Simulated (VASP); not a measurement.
Write the native input for VASP 6.6.1 that does the following.

* Task: single point
* Functional: LDA
* Potentials or basis: VASP PAW LDA potentials, release 64 (Si, O)
* Cutoff: 520 eV
* k mesh: 6 × 6 × 4
* Occupations: gaussian, width 0.02 eV
* Spin: no spin polarisation
* Dipole correction: no
* Further INCAR settings: ALGO = Normal; EDIFF = 1e-06; NBANDS = 44

The structure of SiO2 lies in POSCAR:

```
SiO2
1.0
    4.7810201521      0.0000000000      0.0000000000
    0.0000000000      4.7810201521      0.0000000000
    0.0000000000      0.0000000000      7.3617647911
Si O
4 8
Direct
    0.0000000000      0.0000000000      0.0000000000
    0.0000000000      0.5000000000      0.2500000000
    0.5000000000      0.5000000000      0.5000000000
    0.5000000000      0.0000000000      0.7500000000
    0.1168563218      0.2500000000      0.1250000000
    0.2500000000      0.6168563218      0.3750000000
    0.7500000000      0.3831436782      0.3750000000
    0.8831436782      0.7500000000      0.1250000000
    0.6168563218      0.7500000000      0.6250000000
    0.7500000000      0.1168563218      0.8750000000
    0.2500000000      0.8831436782      0.8750000000
    0.3831436782      0.2500000000      0.6250000000
```

This cell differs from its parent crystal: biaxial strain in the a-b plane: -3.0 %, then relaxed in part.

The input as run:

INCAR

```
SYSTEM = SiO2
ALGO = Normal ; EDIFF = 1E-6
ENCUT = 520 ; GGA = CA
ISIF = 2 ; ISMEAR = 0
LASPH = .TRUE. ; LCHARG = .FALSE.
LREAL = .FALSE. ; LWAVE = .FALSE.
NBANDS = 44 ; NELM = 80
PREC = Accurate ; SIGMA = 0.02
```

KPOINTS

```
k-points
0
G
  6 6 4
  0 0 0
```

Potentials or basis: VASP PAW LDA potentials, release 64 (Si, O).

Command:

```sh
$ cat potpaw_LDA.64/Si/POTCAR potpaw_LDA.64/O/POTCAR > POTCAR
$ mpirun -np 1 vasp_std > vasp.out
```

It gave:

```yaml
Pressure: 1.3 GPa
Largest_force: 0.035 eV/Å
Band_gap_on_the_k_mesh: 5.92 eV
```

Caveat: the cell differs from its parent crystal (biaxial strain in the a-b plane: -3.0 %, then relaxed in part).

It took 110 s on 1 thread of Intel(R) Xeon(R) 6975P-C (Granite Rapids), on a shared host, peak memory 0.29 GiB.
